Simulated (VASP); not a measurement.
Wanted: the native input for a VASP 6.6.1 run.

```yaml
Task: single point
Functional: PBE-based screened hybrid with 15 % exact exchange
Potentials_or_basis: VASP PAW PBE potentials, release 64 (I, Cu)
Cutoff: 520 eV
k_mesh: 4 × 4 × 4
Occupations: fermi-dirac, width 0.05 eV
Spin: no spin polarisation
Dipole_correction: no
Grid_for_exact_exchange_PRECFOCK: Normal
Share_of_exact_exchange: 0.15
Further_INCAR_settings: ALGO = Normal; EDIFF = 1e-06; NBANDS = 16
Screening_parameter: 0.20787 1/Å
```

Crystal: CuI.

```xyz
2
Lattice="0.0000 3.0315 3.0315 3.0315 0.0000 3.0315 3.0315 3.0315 0.0000" Properties=species:S:1:pos:R:3 pbc="T T T"
I     0.0000    0.0000    0.0000
Cu    4.5473    4.5473    4.5473
```

One way to write it, as run:

POSCAR

```
CuI
1.0
    0.0000000000      3.0315000000      3.0315000000
    3.0315000000      0.0000000000      3.0315000000
    3.0315000000      3.0315000000      0.0000000000
I Cu
1 1
Direct
    0.0000000000      0.0000000000      0.0000000000
    0.7500000000      0.7500000000      0.7500000000
```

INCAR.step1

```
ALGO = Normal ; EDIFF = 1E-5
ENCUT = 520 ; GGA = PE
ISIF = 2 ; ISMEAR = -1
LASPH = True ; LREAL = False
LWAVE = True ; NBANDS = 16
NELM = 80 ; PREC = Accurate
SIGMA = 0.05
```

INCAR.step2

```
AEXX = 0.15 ; ALGO = Normal
EDIFF = 1E-6 ; ENCUT = 520
GGA = PE ; HFSCREEN = 0.2078699
ISIF = 2 ; ISMEAR = -1
ISTART = 1 ; LASPH = True
LCHARG = True ; LELF = True
LHFCALC = True ; LREAL = False
LVHAR = True ; LWAVE = False
NBANDS = 16 ; NELM = 80
PREC = Accurate ; PRECFOCK = Normal
SIGMA = 0.05
```

KPOINTS

```
k-points
0
Gamma
  4 4 4
```

Potentials or basis: VASP PAW PBE potentials, release 64 (I, Cu).

The run is started by

```console
$ cat potpaw_PBE.64/I/POTCAR potpaw_PBE.64/Cu/POTCAR > POTCAR
$ cp INCAR.step1 INCAR
$ mpirun -np 1 vasp_std > vasp.out
$ cp INCAR.step2 INCAR
$ mpirun -np 1 vasp_std > vasp.out
```

Results of the run:

```yaml
Pressure: 0.5 GPa
Band_gap_on_the_k_mesh: 2.01 eV
```

Caveat: the k points lie up to 0.45 Å⁻¹ apart; the PAW data sets were made with another functional, which shifts forces and pressure a little; spin-orbit coupling is left out, which moves the levels of the heavy elements.

Wall time 4.3 min on 1 thread of Oxide Virtual Turin-like Processor, on a shared host, peak memory 0.26 GiB.
